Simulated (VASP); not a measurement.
# Mg5Te3 (R3m) in VASP: a series of runs

Mg5Te3 is run at these levels: PBE; tasks: relaxation of cell and atoms, single point.

All numbers are computed with VASP 6.6.1; they aren't measurements. Logs are shortened: lines on timing, memory, paths and dates and some standing lists are left out, and cuts for length are marked.

**1. The cell of the first run**

Symmetry: R3m, No. 160, trigonal system. Conventional cell: a = 7.073 Å, b = 7.073 Å, c = 14.935 Å, α = 90.00°, β = 90.00°, γ = 120.00°. Mg (site symmetry m) has 2 Mg at 2.00 Å within 2.7 Å. Mg (site symmetry 3m) has 4 Mg at 2.40 to 3.13 Å within 3.2 Å. Within 3.2 Å of Mg (site symmetry 3m) lie 4 Mg at 2.40 to 3.20 Å. Te (site symmetry m) has 2 Te at 2.13 Å within 2.8 Å.

**2. Relaxation of cell and atoms, PBE**

INCAR

```
  PREC = Accurate
  ENCUT = 600
  EDIFF = 1E-7
  ISMEAR = 0
  SIGMA = 0.2
  LREAL = False
  LASPH = True
  NELM = 100
  ALGO = Normal
  ISIF = 3
  LWAVE = False
  LCHARG = False
  GGA = PE
  IBRION = 2
  NSW = 36
  EDIFFG = -0.08
```

KPOINTS

```
regular mesh
0
Gamma
  3 3 3
```

POSCAR

```
Mg5Te3
1.0
    3.5366140700      2.0418650800      4.9783145200
   -3.5366140700      2.0418650800      4.9783145200
    0.0000000000     -4.0837301700      4.9783145200
Mg Te
5 3
Direct
    0.6328054600      0.3499392200      0.6328054600
    0.6328054600      0.6328054600      0.3499392200
    0.3499392200      0.6328054600      0.6328054600
    0.7969777800      0.7969777800      0.7969777800
    0.9577969200      0.9577969200      0.9577969200
    0.4175250600      0.1159244900      0.4175250600
    0.4175250600      0.4175250600      0.1159244900
    0.1159244900      0.4175250600      0.4175250600
```

Potentials or basis: VASP PAW PBE potentials, release 64 (Mg, Te).

Started as:

```sh
$ cat potpaw_PBE.64/Mg/POTCAR potpaw_PBE.64/Te/POTCAR > POTCAR
$ mpirun -np 1 vasp_std > vasp.out
```

OUTCAR:

```text
PREC = Accurate
   ENCUT = 600
   EDIFF = 1E-7
   ISMEAR = 0
   LREAL = False
   LASPH = True
   NELM = 100
   ISIF = 3
   GGA = PE
   IBRION = 2
   NSW = 36
   EDIFFG = -0.08

 ion  position               nearest neighbor table
   1  0.633  0.350  0.633-   2 2.00   3 2.00   8 2.99   7 2.99   4 3.13   5 3.20   6 3.31
   2  0.633  0.633  0.350-   1 2.00   3 2.00   6 2.99   8 2.99   4 3.13   5 3.20   7 3.31
   3  0.350  0.633  0.633-   2 2.00   1 2.00   6 2.99   7 2.99   4 3.13   5 3.20   8 3.31
   4  0.797  0.797  0.797-   5 2.40   2 3.13   3 3.13   1 3.13   7 3.60   6 3.60   8 3.60
   5  0.958  0.958  0.958-   4 2.40   2 3.20   3 3.20   1 3.20   6 3.65   8 3.65   8 3.65   6 3.65
                             7 3.65   7 3.65
   6  0.418  0.116  0.418-   7 2.13   8 2.13   3 2.99   2 2.99   1 3.31   4 3.60   5 3.65   5 3.65

   7  0.418  0.418  0.116-   6 2.13   8 2.13   1 2.99   3 2.99   2 3.31   4 3.60   5 3.65   5 3.65

   8  0.116  0.418  0.418-   7 2.13   6 2.13   1 2.99   2 2.99   3 3.31   4 3.60   5 3.65   5 3.65

  LATTYP: Found a trigonal (rhomboedric) cell.
 ALAT       =     6.4389803187
 COS(alpha) =     0.3966474659

  Lattice vectors:

 A1 = (   3.5366140700,   2.0418650800,   4.9783145200)
 A2 = (  -3.5366140700,   2.0418650800,   4.9783145200)
 A3 = (   0.0000000000,  -4.0837301700,   4.9783145200)

Analysis of symmetry for initial positions (statically):
=====================================================================
 Subroutine PRICEL returns:
 Original cell was already a primitive cell.

 Routine SETGRP: Setting up the symmetry group for a
 trigonal (rhombohedral) supercell.

 Subroutine GETGRP returns: Found  6 space group operations
 (whereof  6 operations were pure point group operations)
 out of a pool of 12 trial point group operations.

The static configuration has the point symmetry C_3v.

Analysis of symmetry for dynamics (positions and initial velocities):
=====================================================================
 Subroutine PRICEL returns:
 Original cell was already a primitive cell.

 Routine SETGRP: Setting up the symmetry group for a
 trigonal (rhombohedral) supercell.

 Subroutine GETGRP returns: Found  6 space group operations
 (whereof  6 operations were pure point group operations)
 out of a pool of 12 trial point group operations.

The dynamic configuration has the point symmetry C_3v.

 Subroutine INISYM returns: Found  6 space group operations
 (whereof  6 operations are pure point group operations),
 and found     1 'primitive' translations

----------------------------------------------------------------------------------------

                                     Primitive cell

  volume of cell :     215.6991

  direct lattice vectors                    reciprocal lattice vectors
     3.536614070  2.041865080  4.978314520     0.141378163  0.081624720  0.066957066
    -3.536614070  2.041865080  4.978314520    -0.141378163  0.081624720  0.066957066
     0.000000000 -4.083730170  4.978314520     0.000000000 -0.163249441  0.066957066

  length of vectors
     6.438980319  6.438980319  6.438980320     0.176447240  0.176447240  0.176447240

  position of ions in fractional coordinates (direct lattice)
     0.632805460  0.349939220  0.632805460
     0.632805460  0.632805460  0.349939220
     0.349939220  0.632805460  0.632805460
     0.796977780  0.796977780  0.796977780
     0.957796920  0.957796920  0.957796920
     0.417525060  0.115924490  0.417525060
     0.417525060  0.417525060  0.115924490
     0.115924490  0.417525060  0.417525060

  ion indices of the primitive-cell ions
   primitive index   ion index
                 1           1
                 2           2
                 3           3
                 4           4
                 5           5
                 6           6
                 7           7
                 8           8

----------------------------------------------------------------------------------------

 KPOINTS: regular mesh

Automatic generation of k-mesh.
 Grid dimensions read from file:
 generate k-points for:    3    3    3

 Generating k-lattice:

  Cartesian coordinates                     Fractional coordinates (reciprocal lattice)
     0.047126054  0.027208240  0.022319022     0.333333333  0.000000000  0.000000000
    -0.047126054  0.027208240  0.022319022     0.000000000  0.333333333  0.000000000
     0.000000000 -0.054416480  0.022319022     0.000000000  0.000000000  0.333333333

  Length of vectors
     0.058815747  0.058815747  0.058815747

  Shift w.r.t. Gamma in fractional coordinates (k-lattice)
     0.000000000  0.000000000  0.000000000

 Subroutine IBZKPT returns following result:
 ===========================================

 Found      6 irreducible k-points:

 Following reciprocal coordinates:
            Coordinates               Weight
  0.000000  0.000000  0.000000      1.000000
  0.333333 -0.000000  0.000000      6.000000
  0.333333  0.333333  0.000000      6.000000
 -0.333333  0.333333  0.000000      6.000000
  0.333333  0.333333  0.333333      2.000000
 -0.333333  0.333333  0.333333      6.000000
   k-points           NKPTS =      6   k-points in BZ     NKDIM =      6   number of bands    NBANDS=     19
   number of dos      NEDOS =    301   number of ions     NIONS =      8
   total plane-waves  NPLWV = 157464
   dimension x,y,z NGX =    54 NGY =   54 NGZ =   54
   dimension x,y,z NGXF=   108 NGYF=  108 NGZF=  108
   ions per type =               5   3
   NGX,Y,Z   is equivalent  to a cutoff of  13.94, 13.94, 13.94 a.u.
   NGXF,Y,Z  is equivalent  to a cutoff of  27.88, 27.88, 27.88 a.u.
 SYSTEM =  unknown system
   PREC   = accura    normal or accurate (medium, high low for compatibility)
   ISTART =      0    job   : 0-new  1-cont  2-samecut
   ICHARG =      2    charge: 1-file 2-atom 10-const
   ISPIN  =      1    spin polarized calculation?
   LNONCOLLINEAR =      F non collinear calculations
   LSORBIT =      F    spin-orbit coupling
   LASPH  =      T    aspherical Exc in radial PAW
   ENCUT  =  600.0 eV  44.10 Ry    6.64 a.u.  12.86 12.86 12.86*2*pi/ulx,y,z
   NELM   =    100;   NELMIN=  2; NELMDL= -5     # of ELM steps
   EDIFF  = 0.1E-06   stopping-criterion for ELM
   LREAL  =      F    real-space projection
   EDIFFG = -.8E-01   stopping-criterion for IOM
   NSW    =     36    number of steps for IOM
   IBRION =      2    ionic relax: 0-MD 1-quasi-New 2-CG
   NFREE  =      1    steps in history (QN), initial steepest desc. (CG)
   ISIF   =      3    stress and relaxation
   ISYM   =      2    0-nonsym 1-usesym 2-fastsym
   POTIM  = 0.5000    time-step for ionic-motion
   TEBEG  =    0.0;   TEEND  =   0.0 temperature during run
   PSTRESS=    0.0 pullay stress
   NELECT =      28.0000    total number of electrons
   NUPDOWN=      -1.0000    fix difference up-down
   EMIN   =  10.00;   EMAX   =-10.00  energy-range for DOS
   EFERMI =   0.00;   METHOD = LEGACY
   ISMEAR =     0;   SIGMA  =   0.20  broadening in eV -4-tet -1-fermi 0-gaus
   EFERMI_NEDOS =   21; number of points for ismear=-14 and -15
   IALGO  =     38    algorithm
   IMIX   =      4    mixing-type and parameters
     AMIX     =   0.40;   BMIX     =  1.00
     AMIX_MAG =   1.60;   BMIX_MAG =  1.00
  volume/ion in A,a.u.               =      26.96       181.95
  Fermi-wavevector in a.u.,A,eV,Ry     =   0.828918  1.566427  9.348625  0.687105
  Thomas-Fermi vector in A             =   1.941376
   LORBIT       =      0    0 simple, 1 ext, 2 COOP (PROOUT), +10 PAW based schemes
   GGA     = PE    functional components
   LHFCALC =     F    Hartree Fock is set to
   AEXX    =    0.0000 exact exchange contribution
   IVDW    =     0    specifies the selected vdW correction
   LEPSILON=     F    determine dielectric tensor
   LRPA    =     F    only Hartree local field effects (RPA)
 conjugate gradient relaxation of ions
 non-spin polarized calculation
 Gauss-broadening in eV      SIGMA  =   0.20
  energy-cutoff  :      600.00
  volume of cell :      215.70
 maximum number of plane-waves:      7218
 NGX is ok and might be reduce to    54
   NGX = 25   NGY = 25   NGZ = 25

--------------------------------------- Ionic step        1  -------------------------------------------

 number of electron      28.0000000 magnetization

 Free energy of the ion-electron system (eV)
  ---------------------------------------------------
  ext. energy  EPLUGINS =         0.00000000
  ---------------------------------------------------
  free energy    TOTEN  =         7.57659803 eV

  energy without entropy =        7.65439315  energy(sigma->0) =        7.61549559

------------------------ aborting loop because EDIFF is reached ----------------------------------------

  FORCE on cell =-STRESS in cart. coord.  units (eV):
  Direction    XX          YY          ZZ          XY          YZ          ZX
  --------------------------------------------------------------------------------------
  -------------------------------------------------------------------------------------
  Total       84.8891921     84.8891920      6.8937886      0.0000000     -0.0000000     -0.0000000
  in kB      630.5429708    630.5429696     51.2059291      0.0000000     -0.0000000     -0.0000000
  external PRESSURE =     437.4306232 kB  Pullay stress =       0.0000000 kB
[... 107 lines left out ...]
  FREE ENERGIE OF THE ION-ELECTRON SYSTEM (eV)
  ---------------------------------------------------
  free  energy   TOTEN  =       -13.9126976151 eV

  energy  without entropy=      -13.8220096739  energy(sigma->0) =      -13.86735364

 E-fermi :  -0.1068     XC(G=0):  -5.4203

 val. band max:       -0.2251533840   @ k =  -0.3333   0.3333   0.3333
 cond. band min:      -0.0043099562   @ k =   0.3333  -0.0000   0.0000
 fundamental gap:      0.2208434277
 Fermi energy:        -0.1068070689

 k-point     1 :       0.0000    0.0000    0.0000
  band No.  band energies     occupation
      1     -11.9337      2.00000
      2     -10.5254      2.00000
      3     -10.5254      2.00000
      4      -4.3566      2.00000
      5      -3.8737      2.00000
      6      -3.8737      2.00000
[... 11 lines left out ...]
     18       1.9233      0.00000
     19       2.0869      0.00000
[... 93 lines left out ...]
      3     -10.5389      2.00000
      4      -4.7084      2.00000
      5      -3.8192      2.00000
      6      -3.7518      2.00000
[... 11 lines left out ...]
     18       1.1994      0.00000
     19       1.4356      0.00000

[... ionic steps 4 to 18 ...]

--------------------------------------- Ionic step       19  -------------------------------------------

 number of electron      28.0000000 magnetization

------------------------ aborting loop because EDIFF is reached ----------------------------------------

  FORCE on cell =-STRESS in cart. coord.  units (eV):
  Direction    XX          YY          ZZ          XY          YZ          ZX
  --------------------------------------------------------------------------------------
  -------------------------------------------------------------------------------------
  Total       -0.6487860     -0.6487860     -1.4747547      0.0000000      0.0000000      0.0000000
  in kB       -3.5112054     -3.5112054     -7.9813175      0.0000000      0.0000000      0.0000000
  external PRESSURE =      -5.0012428 kB  Pullay stress =       0.0000000 kB
[... 69 lines left out ...]
  energy  without entropy=      -18.6175546969  energy(sigma->0) =      -18.67312102

--------------------------------------- Ionic step       21  -------------------------------------------

 number of electron      28.0000000 magnetization

 Free energy of the ion-electron system (eV)
  ---------------------------------------------------
  ext. energy  EPLUGINS =         0.00000000
  ---------------------------------------------------
  free energy    TOTEN  =       -18.73610922 eV

  energy without entropy =      -18.62255986  energy(sigma->0) =      -18.67933454

 E-fermi :   2.7086     XC(G=0):  -7.4801

 val. band max:        2.6693693240   @ k =   0.3333   0.3333   0.3333
 cond. band min:       2.7094736538   @ k =   0.3333   0.3333   0.0000
 fundamental gap:      0.0401043298
 Fermi energy:         2.7085952183

 k-point     1 :       0.0000    0.0000    0.0000
  band No.  band energies     occupation
      1      -9.1170      2.00000
      2      -8.4826      2.00000
      3      -8.4826      2.00000
      4      -2.1878      2.00000
      5      -1.8036      2.00000
      6      -1.8036      2.00000
[... 11 lines left out ...]
     18       4.2344      0.00000
     19       5.0199      0.00000
[... 143 lines left out ...]
  FREE ENERGIE OF THE ION-ELECTRON SYSTEM (eV)
  ---------------------------------------------------
  free  energy   TOTEN  =       -18.7361092177 eV

  energy  without entropy=      -18.6225598632  energy(sigma->0) =      -18.67933454

 reached required accuracy - stopping structural energy minimisation
```

It took 12 min on 1 thread of Intel Xeon 6975P-C (Granite Rapids), shared host; peak memory 0.42 GiB.

What came out:

| Item | Value |
| --- | --- |
| Free energy | -18.7361 eV |
| Relaxed volume | 35.85 Å³/atom |
| Relaxed cell | a = 6.671 Å, b = 6.671 Å, c = 6.671 Å, α = 80.92°, β = 80.92°, γ = 80.92° |
| Space group after relaxing (to 0.05 Å) | R3m (No. 160) |
| Energy gained by relaxing | 3289.1 meV/atom |
| Ionic steps | 21 |
| Pressure after relaxing | 0.0 GPa |
| Largest force after relaxing | 0.061 eV/Å |
| Band gap on the k mesh | zero (band 14 reaches 2.71 eV, above the bottom of band 15 at 2.66 eV) |

Forces in eV/Å, atoms in the order of the input:
```
Mg   0.009 -0.005 -0.060
Mg   0.000  0.010 -0.060
Mg  -0.009 -0.005 -0.060
Mg   0.000  0.000  0.045
Mg   0.000  0.000  0.014
Te  -0.019  0.011  0.041
Te   0.000 -0.021  0.041
Te   0.019  0.011  0.041
```

Stress tensor (GPa, compression positive):
```
-0.06  0.00  0.00
 0.00 -0.06  0.00
 0.00  0.00  0.01
```

The path:
| step | energy change (eV) | largest force (eV/Å) | pressure (GPa) | volume (Å³) |
| --- | --- | --- | --- | --- |
| 1 | 0.0000 | 33.7933 | 43.74 | 215.70 |
| 2 | -21.2346 | 2.2100 | 0.00 | 513.56 |
| 3 | -21.4893 | 2.0703 | -0.09 | 502.81 |
| 4 | -21.7101 | 1.9608 | -0.17 | 493.04 |
| 5 | -23.9646 | 2.5259 | 0.45 | 339.00 |
| 6 | -24.0211 | 3.1448 | 2.34 | 278.21 |
| 7 | -24.0654 | 2.7218 | 0.99 | 317.34 |
| 8 | -24.1296 | 2.9085 | 1.42 | 300.52 |
| 9 | -24.1215 | 2.8615 | 1.29 | 304.70 |
| 10 | -24.9525 | 2.1106 | -0.83 | 318.00 |
| 11 | -25.3448 | 1.5466 | -2.29 | 332.52 |
| 12 | -25.3957 | 1.3648 | -2.71 | 338.67 |
| 13 | -26.0776 | 0.7775 | -1.38 | 314.17 |
| 14 | -26.1806 | 0.4373 | -0.40 | 302.68 |
| 15 | -26.1806 | 0.4293 | -0.32 | 301.97 |
| 16 | -26.2360 | 0.2571 | -0.11 | 297.84 |
| 17 | -26.2530 | 0.3350 | 0.18 | 293.91 |
| 18 | -26.2749 | 0.2353 | -0.06 | 294.62 |
| 19 | -26.2901 | 0.1178 | -0.50 | 296.04 |
| 20 | -26.3053 | 0.0889 | -0.31 | 291.95 |
| 21 | -26.3127 | 0.0610 | -0.04 | 286.77 |

Final structure:
```yaml
crystal:
  lattice:
    - [4.32878, 2.49923, 4.41780]
    - [-4.32878, 2.49923, 4.41780]
    - [0.00000, -4.99845, 4.41780]
  atoms:
    - { symbol: Mg, position: [0.66031, 0.29067, 0.66031] }
    - { symbol: Mg, position: [0.66031, 0.66031, 0.29067] }
    - { symbol: Mg, position: [0.29067, 0.66031, 0.66031] }
    - { symbol: Mg, position: [0.74725, 0.74725, 0.74725] }
    - { symbol: Mg, position: [0.98379, 0.98379, 0.98379] }
    - { symbol: Te, position: [0.48434, 0.01031, 0.48434] }
    - { symbol: Te, position: [0.48434, 0.48434, 0.01031] }
    - { symbol: Te, position: [0.01031, 0.48434, 0.48434] }
```

Levels at points of the mesh, in eV from the Fermi level:
```
           k point  band 11  band 12  band 13  band 14  band 15  band 16  band 17  band 18
(0.00, 0.00, 0.00)    -2.07    -1.96    -1.96    -1.71     0.57     0.59     0.59     1.53
```

Caveat: the k points lie up to 0.32 Å⁻¹ apart in the final cell; the volume moved by over 15 % at a fixed basis, so the end points are rough; spin-orbit coupling is left out, which moves the levels of the heavy elements; the relaxation stopped at a loose force limit of 0.08 eV/Å, so its end isn't a converged minimum.

**3. Single point, PBE**

This run uses another cell than the first one, of 30.37 Å³/atom, 1.126 times its volume.

INCAR

```
SYSTEM = Mg5Te3
  PREC = Accurate
  ENCUT = 520
  EDIFF = 1E-6
  ISMEAR = 0
  SIGMA = 0.1
  LREAL = .False.
  LASPH = .True.
  NELM = 80
  ALGO = Fast
  ISIF = 2
  LWAVE = .False.
  LCHARG = .True.
  GGA = PE
  LELF = .True.
  LVHAR = .True.
  NBANDS = 24
```

KPOINTS

```
regular mesh
0
Gamma
  6 6 6
  0 0 0
```

POSCAR

```
Mg5Te3
1.0
    4.2673022363      2.4637280949      3.8517449878
   -4.2673022363      2.4637280949      3.8517449878
    0.0000000000     -4.9274561897      3.8517449878
Mg Te
5 3
Direct
    0.7479127249      0.1487967327      0.7479127249
    0.7479127249      0.7479127249      0.1487967327
    0.1487967327      0.7479127249      0.7479127249
    0.6791962744      0.6791962744      0.6791962744
    0.1209290708      0.1209290708      0.1209290708
    0.4454201067      0.9857117089      0.4454201067
    0.4454201067      0.4454201067      0.9857117089
    0.9857117089      0.4454201067      0.4454201067
```

Potentials or basis: VASP PAW PBE potentials, release 64 (Mg, Te).

Started as:

```sh
$ cat potpaw_PBE.64/Mg/POTCAR potpaw_PBE.64/Te/POTCAR > POTCAR
$ mpirun -np 1 vasp_std > vasp.out
```

Wall time 2.1 min (1 thread of Intel Xeon 6975P-C (Granite Rapids), shared host); peak memory 0.42 GiB.

The run converged. Its results:

```
Free energy            : -20.0299 eV
Pressure               : 0.0 GPa
Largest force          : 0.013 eV/Å
Band gap on the k mesh : zero (band 14 reaches 4.21 eV, above the bottom of band 15 at 3.65 eV)
```

Forces in eV/Å, atoms in the order of the input:
```
Mg   0.009 -0.005  0.002
Mg   0.000  0.010  0.002
Mg  -0.009 -0.005  0.002
Mg   0.000  0.000  0.013
Mg   0.000  0.000 -0.004
Te  -0.007  0.004 -0.005
Te   0.000 -0.008 -0.005
Te   0.007  0.004 -0.005
```

Levels at points of the mesh, in eV from the Fermi level:
```
           k point  band 10  band 11  band 12  band 13  band 14  band 15  band 16  band 17  band 18  band 19
(0.00, 0.00, 0.00)    -2.62    -2.45    -1.96    -1.96     0.09     0.09     0.24     1.15     1.36     1.61
(0.50, 0.00, 0.00)    -3.20    -2.48    -2.16    -1.76    -1.18     0.19     0.88     1.68     2.15     2.18
(0.50, 0.50, 0.00)    -3.24    -2.23    -2.14    -1.82    -0.68     0.41     0.91     1.96     2.29     2.58
(0.50, 0.50, 0.50)    -2.31    -1.98    -1.80    -1.80     0.41     1.48     1.48     1.59     1.96     1.96
```

Caveat: spin-orbit coupling is left out, which moves the levels of the heavy elements.
